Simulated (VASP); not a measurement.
# TaSi26C27 (a cell with a defect) in VASP: single point with PBE

Aim: the single point of TaSi26C27 (a cell with a defect) with PBE.

Program: VASP 6.6.1. These are calculated values, not measurements. Logs are shortened: lines on timing, memory, paths and dates and some standing lists are left out, and cuts for length are marked.

## (1) The cell of the first run

The cell holds a defect, 54 atoms: a = 9.245 Å, b = 9.245 Å, c = 9.245 Å, α = 60.00°, β = 60.00°, γ = 60.00°.

## (2) Single point, PBE

INCAR

```
SYSTEM = TaSi26C27
PREC     = Accurate       ! precision mode
ENCUT    = 520            ! plane-wave cutoff, eV
EDIFF    = 1E-6           ! SCF threshold, eV
ISMEAR   = -1             ! smearing method
SIGMA    = 0.01           ! smearing width, eV
LREAL    = Auto         
LASPH    = .TRUE.         ! aspherical terms in the spheres
NELM     = 60             ! most SCF steps
ALGO     = Normal         ! electronic algorithm
ISIF     = 2              ! what is computed and relaxed
LWAVE    = .FALSE.        ! write WAVECAR
LCHARG   = .FALSE.        ! write CHGCAR
GGA      = PE             ! functional
NELECT   = 222.0        
NBANDS   = 144            ! bands
```

KPOINTS

```
regular mesh
0
G
  3 3 3
  0 0 0
```

POSCAR

```
TaSi26C27
1.0
    0.0000000000      6.5370000000      6.5370000000
    6.5370000000      0.0000000000      6.5370000000
    6.5370000000      6.5370000000      0.0000000000
Ta Si C
1 26 27
Direct
    0.0000000000      0.0000000000      0.0000000000
   -0.0009391023     -0.0009391023      0.3380970361
   -0.0009391023     -0.0009391023      0.6637811685
   -0.0009391023      0.3380970361     -0.0009391023
   -0.0005993975      0.3335331325      0.3335331325
   -0.0009391023      0.3380970361      0.6637811685
   -0.0009391023      0.6637811685     -0.0009391023
   -0.0009391023      0.6637811685      0.3380970361
   -0.0002042155      0.6667347385      0.6667347385
    0.3380970361     -0.0009391023     -0.0009391023
    0.3335331325     -0.0005993975      0.3335331325
    0.3380970361     -0.0009391023      0.6637811685
    0.3335331325      0.3335331325     -0.0005993975
    0.3335331325      0.3335331325      0.3335331325
    0.3336750969      0.3336750969      0.6663249031
    0.3380970361      0.6637811685     -0.0009391023
    0.3336750969      0.6663249031      0.3336750969
    0.3336750969      0.6663249031      0.6663249031
    0.6637811685     -0.0009391023     -0.0009391023
    0.6637811685     -0.0009391023      0.3380970361
    0.6667347385     -0.0002042155      0.6667347385
    0.6637811685      0.3380970361     -0.0009391023
    0.6663249031      0.3336750969      0.3336750969
    0.6663249031      0.3336750969      0.6663249031
    0.6667347385      0.6667347385     -0.0002042155
    0.6663249031      0.6663249031      0.3336750969
    0.6667347385      0.6667347385      0.6667347385
    0.0889114483      0.0889114483      0.0889114483
    0.0836227426      0.0836227426      0.4163772574
    0.0889114483      0.0889114483      0.7332656550
    0.0836227426      0.4163772574      0.0836227426
    0.0836227426      0.4163772574      0.4163772574
    0.0834581124      0.4167903040      0.7498757918
    0.0889114483      0.7332656550      0.0889114483
    0.0834581124      0.7498757918      0.4167903040
    0.0834581124      0.7498757918      0.7498757918
    0.4163772574      0.0836227426      0.0836227426
    0.4163772574      0.0836227426      0.4163772574
    0.4167903040      0.0834581124      0.7498757918
    0.4163772574      0.4163772574      0.0836227426
    0.4166513269      0.4166513269      0.4166513269
    0.4166513269      0.4166513269      0.7500460194
    0.4167903040      0.7498757918      0.0834581124
    0.4166513269      0.7500460194      0.4166513269
    0.4167903040      0.7498757918      0.7498757918
    0.7332656550      0.0889114483      0.0889114483
    0.7498757918      0.0834581124      0.4167903040
    0.7498757918      0.0834581124      0.7498757918
    0.7498757918      0.4167903040      0.0834581124
    0.7500460194      0.4166513269      0.4166513269
    0.7498757918      0.4167903040      0.7498757918
    0.7498757918      0.7498757918      0.0834581124
    0.7498757918      0.7498757918      0.4167903040
    0.7500000000      0.7500000000      0.7500000000
```

Potentials or basis: VASP PAW PBE potentials, release 64 (Ta_pv, Si, C).

The run is started by

```bash
cat potpaw_PBE.64/Ta_pv/POTCAR potpaw_PBE.64/Si/POTCAR potpaw_PBE.64/C/POTCAR > POTCAR
mpirun -np 1 vasp_std > vasp.out
```

OUTCAR:

```text
SYSTEM = TaSi26C27
   PREC = Accurate
   ENCUT = 520
   EDIFF = 1E-6
   ISMEAR = -1
   LREAL = Auto
   LASPH = .TRUE.
   NELM = 60
   ISIF = 2
   GGA = PE
   NELECT = 222.0

 ion  position               nearest neighbor table
   1  0.000  0.000  0.000-  28 2.01  30 2.01  34 2.01  46 2.01  10 3.12  12 3.12  20 3.12   2 3.12
                             4 3.12   6 3.12   8 3.12  22 3.12   3 3.12  16 3.12  19 3.12   7 3.12
   2  0.999  0.999  0.338-  29 1.87  35 1.88  47 1.88  28 1.88   3 3.01   9 3.06  21 3.06  11 3.07
                             5 3.07  17 3.08  23 3.08   8 3.10  20 3.10   1 3.12  10 3.13   4 3.13
   3  0.999  0.999  0.664-  29 1.87  36 1.88  48 1.88  30 1.88   2 3.01   9 3.06  21 3.06  11 3.07
                             5 3.07  18 3.08  24 3.08   7 3.10  19 3.10   1 3.12   6 3.13  12 3.13
   4  0.999  0.338  0.999-  31 1.87  49 1.88  33 1.88  28 1.88   7 3.01   9 3.06  25 3.06  13 3.07
                             5 3.07  23 3.08  15 3.08   6 3.10  22 3.10   1 3.12  10 3.13   2 3.13
   5  0.999  0.334  0.334-  50 1.88  32 1.89  29 1.89  31 1.89   6 3.07   8 3.07   7 3.07   3 3.07
                             4 3.07   2 3.07  24 3.08  26 3.08  23 3.08  13 3.09  14 3.09  11 3.09
   6  0.999  0.338  0.664-  32 1.87  51 1.88  33 1.88  30 1.88   8 3.01   9 3.06  27 3.06   5 3.07
                            14 3.07  24 3.08  15 3.08   4 3.10  22 3.10   1 3.12  12 3.13   3 3.13
   7  0.999  0.664  0.999-  31 1.87  52 1.88  36 1.88  34 1.88   4 3.01   9 3.06  25 3.06  13 3.07
                             5 3.07  18 3.08  26 3.08   3 3.10  19 3.10   1 3.12   8 3.13  16 3.13
   8  0.999  0.664  0.338-  32 1.87  53 1.88  35 1.88  34 1.88   6 3.01   9 3.06  27 3.06   5 3.07
                            14 3.07  26 3.08  17 3.08   2 3.10  20 3.10   1 3.12   7 3.13  16 3.13
   9  1.000  0.667  0.667-  54 1.89  35 1.89  33 1.89  36 1.89   6 3.06   8 3.06   2 3.06   4 3.06
[... 62 lines left out ...]
  53  0.750  0.750  0.417-   8 1.88  20 1.88  27 1.89  26 1.89
  54  0.750  0.750  0.750-   9 1.89  21 1.89  25 1.89  27 1.89

  LATTYP: Found a face centered cubic cell.
 ALAT       =    13.0740000000

  Lattice vectors:

 A1 = (   0.0000000000,   6.5370000000,   6.5370000000)
 A2 = (   6.5370000000,   0.0000000000,   6.5370000000)
 A3 = (   6.5370000000,   6.5370000000,   0.0000000000)

Analysis of symmetry for initial positions (statically):
=====================================================================
 Subroutine PRICEL returns:
 Original cell was already a primitive cell.

 Routine SETGRP: Setting up the symmetry group for a
 face centered cubic supercell.

 Subroutine GETGRP returns: Found 24 space group operations
 (whereof 24 operations were pure point group operations)
 out of a pool of 48 trial point group operations.

The static configuration has the point symmetry T_d .

Analysis of symmetry for dynamics (positions and initial velocities):
=====================================================================
 Subroutine PRICEL returns:
 Original cell was already a primitive cell.

[... 201 lines left out ...]
   NELECT =     222.0000    total number of electrons
   NUPDOWN=      -1.0000    fix difference up-down
   EMIN   =  10.00;   EMAX   =-10.00  energy-range for DOS
   EFERMI =   0.00;   METHOD = LEGACY
   ISMEAR =    -1;   SIGMA  =   0.01  broadening in eV -4-tet -1-fermi 0-gaus
   EFERMI_NEDOS =   21; number of points for ismear=-14 and -15
   IALGO  =     38    algorithm
   IMIX   =      4    mixing-type and parameters
     AMIX     =   0.40;   BMIX     =  1.00
     AMIX_MAG =   1.60;   BMIX_MAG =  1.00
  volume/ion in A,a.u.               =      10.35        69.82
  Fermi-wavevector in a.u.,A,eV,Ry     =   1.203568  2.274414 19.709076  1.448576
  Thomas-Fermi vector in A             =   2.339318
   LORBIT       =      0    0 simple, 1 ext, 2 COOP (PROOUT), +10 PAW based schemes
   GGA     = PE    functional components
[... 5 lines left out ...]
 non-spin polarized calculation
  energy-cutoff  :      520.00
  volume of cell :      558.68
 maximum number of plane-waves:     15070
 NGX is ok and might be reduce to    70
   NGX = 35   NGY = 35   NGZ = 35

 number of electron     221.9999997 magnetization

 Free energy of the ion-electron system (eV)
  ---------------------------------------------------
  ext. energy  EPLUGINS =         0.00000000
  ---------------------------------------------------
  free energy    TOTEN  =      -419.60088661 eV

  energy without entropy =     -419.60088661  energy(sigma->0) =     -419.60088661

 E-fermi :   8.3286     XC(G=0): -11.4094

 val. band max:        7.9773758754   @ k =   0.0000   0.0000   0.0000
 cond. band min:       9.5218585258   @ k =   0.3333   0.3333   0.0000
 fundamental gap:      1.5444826504
 Fermi energy:         8.3286266685

 k-point     1 :       0.0000    0.0000    0.0000
  band No.  band energies     occupation
      1     -25.9609      2.00000
      2     -25.9609      2.00000
      3     -25.9609      2.00000
      4      -7.2886      2.00000
      5      -5.3363      2.00000
      6      -5.3363      2.00000
[... 493 lines left out ...]
    122      12.4267      0.00000
    123      12.7119      0.00000
 [bands above 123 left out]

------------------------ aborting loop because EDIFF is reached ----------------------------------------

  FORCE on cell =-STRESS in cart. coord.  units (eV):
  Direction    XX          YY          ZZ          XY          YZ          ZX
  --------------------------------------------------------------------------------------
  -------------------------------------------------------------------------------------
  Total       10.5226334     10.5226334     10.5226334      0.0000000      0.0000000      0.0000000
  in kB       30.1765490     30.1765490     30.1765490      0.0000000      0.0000000      0.0000000
  external PRESSURE =      30.1765490 kB  Pullay stress =       0.0000000 kB

 VOLUME and BASIS-vectors are now :
 -----------------------------------------------------------------------------
  energy-cutoff  :      520.00
  volume of cell :      558.68
      direct lattice vectors                 reciprocal lattice vectors
     0.000000000  6.537000000  6.537000000    -0.076487685  0.076487685  0.076487685
     6.537000000  0.000000000  6.537000000     0.076487685 -0.076487685  0.076487685
     6.537000000  6.537000000  0.000000000     0.076487685  0.076487685 -0.076487685

 POSITION                                       TOTAL-FORCE (eV/Angst)
 -----------------------------------------------------------------------------------
      0.00000      0.00000      0.00000         0.000000      0.000000      0.000000
      8.74100      8.74100     13.06172        -0.001095     -0.001095      0.004864
     10.87000     10.87000     13.06172         0.001095      0.001095      0.004864
      8.74100     13.06172      8.74100        -0.001095      0.004864     -0.001095
      4.36061      8.71339      8.71339         0.003652     -0.003652     -0.003652
      6.54928     10.87000      8.74100        -0.004864      0.001095     -0.001095
[... 46 lines left out ...]
      7.62650      7.62650      9.80388         0.001014      0.001014     -0.001775
      9.80550      9.80550      9.80550         0.000000      0.000000      0.000000
 -----------------------------------------------------------------------------------
    total drift:                                0.000002      0.000002      0.000002

  FREE ENERGIE OF THE ION-ELECTRON SYSTEM (eV)
  ---------------------------------------------------
  free  energy   TOTEN  =      -419.6008866130 eV

  energy  without entropy=     -419.6008866130  energy(sigma->0) =     -419.60088661
```

Run time: 12 min. Hardware: 1 thread of Intel Xeon Platinum 8259CL at 2.50GHz (Skylake/Cascade Lake), shared host; peak memory 0.8 GiB.

What came out:

```
Free energy   : -419.6009 eV
Largest force : 0.053 eV/Å
```

Forces on the atoms (eV/Å):
```
Ta   0.000  0.000  0.000
Si  -0.001 -0.001  0.005
Si   0.001  0.001  0.005
Si  -0.001  0.005 -0.001
Si   0.004 -0.004 -0.004
Si  -0.005  0.001 -0.001
Si   0.001  0.005  0.001
Si  -0.005 -0.001  0.001
Si   0.003 -0.003 -0.003
Si   0.005 -0.001 -0.001
Si  -0.004  0.004 -0.004
Si   0.001 -0.005 -0.001
Si  -0.004 -0.004  0.004
Si   0.004  0.004  0.004
Si   0.000  0.000  0.006
Si   0.001 -0.001 -0.005
Si   0.000  0.006  0.000
Si  -0.006  0.000  0.000
Si   0.005  0.001  0.001
Si  -0.001 -0.005  0.001
Si  -0.003  0.003 -0.003
Si  -0.001  0.001 -0.005
Si   0.006  0.000  0.000
Si   0.000 -0.006  0.000
Si  -0.003 -0.003  0.003
Si   0.000  0.000 -0.006
Si   0.003  0.003  0.003
C    0.031  0.031  0.031
C    0.000  0.000 -0.004
C   -0.031 -0.031  0.031
C    0.000 -0.004  0.000
C    0.004  0.000  0.000
C    0.001 -0.001  0.002
C   -0.031  0.031 -0.031
C    0.001  0.002 -0.001
C   -0.002 -0.001 -0.001
C   -0.004  0.000  0.000
C    0.000  0.004  0.000
C   -0.001  0.001  0.002
C    0.000  0.000  0.004
C   -0.003 -0.003 -0.003
C    0.003  0.003 -0.003
C   -0.001  0.002  0.001
C    0.003 -0.003  0.003
C   -0.002  0.001  0.001
C    0.031 -0.031 -0.031
C    0.002  0.001 -0.001
C   -0.001 -0.002 -0.001
C    0.002 -0.001  0.001
C   -0.003  0.003  0.003
C    0.001 -0.002  0.001
C   -0.001 -0.001 -0.002
C    0.001  0.001 -0.002
C    0.000  0.000  0.000
```

Caveat: the cell carries a net charge on a neutralising background, which shifts energy and pressure; the cell is charged against a uniform background, so pressure and absolute levels hang on convention; spin-orbit coupling is left out, which moves the levels of the heavy elements.
